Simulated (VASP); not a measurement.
The system is Be.

```xyz
1
Lattice="-1.2634 1.2634 1.2634 1.2634 -1.2634 1.2634 1.2634 1.2634 -1.2634" Properties=species:S:1:pos:R:3 pbc="T T T"
Be    0.0000    0.0000    0.0000
```

Base run:

```yaml
Program: VASP 6.6.1
Functional: RPBE
Potentials_or_basis: VASP PAW PBE potentials, release 64 (Be)
Cutoff: 520 eV
k_mesh: 10 × 10 × 10
Occupations: gaussian, width 0.0164 eV
Spin: no spin polarisation
```

Its results: band gap on the k mesh zero (band 1 reaches 11.76 eV, above the bottom of band 2 at 6.81 eV); pressure -0.6 GPa.

Q: The run is repeated on the same cell with these changes: functional from RPBE to r2SCAN. What comes out?

A: Band gap on the k mesh zero (band 1 reaches 12.15 eV, above the bottom of band 2 at 6.78 eV); pressure -3.5 GPa.

Caveats: the PAW data sets were made with another functional, which shifts forces and pressure a little.
